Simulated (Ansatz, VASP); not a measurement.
**Two plane-wave programs on BAs**

Contents of INCAR:

```
SYSTEM = BAs
PREC = Accurate ; ENCUT = 420
EDIFF = 1E-6 ; ISMEAR = 0
SIGMA = 0.03 ; LREAL = .FALSE.
LASPH = .TRUE. ; NELM = 120
ALGO = Normal ; ISIF = 2
LWAVE = .FALSE. ; LCHARG = .TRUE.
LDIPOL = .TRUE. ; IDIPOL = 3
DIPOL = 0.5 0.5 0.500 ; GGA = PE
LELF = .TRUE. ; LVHAR = .TRUE.
LVACPOTAV = .TRUE. ; NBANDS = 11
GGA_COMPAT = .FALSE. ; NELMDL = -8
```

File KPOINTS:

```
Automatic mesh
0
G
  12 12 1
  0 0 0
```

POSCAR

```
BAs
1.0
    3.3751406870      0.0000000000      0.0000000000
   -1.6875703435      2.9229575763      0.0000000000
    0.0000000000      0.0000000000     16.0000000000
B As
1 1
Direct
    0.3333333333      0.6666666667      0.5000000000
    0.6666666667      0.3333333333      0.5000000000
```

Input for Ansatz:

```yaml
crystal:
  lattice:
    - [3.375140687, 0.0, 0.0]
    - [-1.6875703435, 2.9229575763, 0.0]
    - [0.0, 0.0, 16.0]
  atoms:
    - { symbol: B, position: [0.3333333333, 0.6666666667, 0.5] }
    - { symbol: As, position: [0.6666666667, 0.3333333333, 0.5] }
basis:
  ecutwfc: 420
kpoints:
  mp_grid: { grid: [12, 12, 1] }
hamiltonian:
  xc: pbe
  pseudopotentials: { kind: paw, azcp: { folder: soft_1 } }
scf:
  occupations: { method: gaussian, width: 0.03 }
  n_extra_bands: 6
  max_iter: 160
output:
  forces: true
  eigenvalues: true
  write_density: true
  write_potential: true
  elf: true
  volumetric_format: npy
efield:
  axis: 3
  dipole_correction: true
```

Alike in both runs: task single point; functional PBE; k mesh 12 × 12 × 1; occupations gaussian, width 0.03 eV; no spin polarisation.

```csv
,VASP,Ansatz
version,VASP 6.6.1,Ansatz 0.2.0
potentials or method,"VASP PAW PBE potentials, release 64 (B, As), cutoff 420 eV","scalar-relativistic, plane waves, PAW"
valence electrons in the cell,8,18
```

|  | VASP | Ansatz | Ansatz less VASP |
| --- | --- | --- | --- |
| gap on the k mesh at the Fermi level (eV) | 0.74 | 0.75 | +0.009 |
| least direct gap on the mesh (eV) | 0.74 | 0.75 | +0.009 |

VASP's potentials hold 8 valence electrons a cell and Ansatz's 18, so a difference there can come from the potentials and not from the codes.
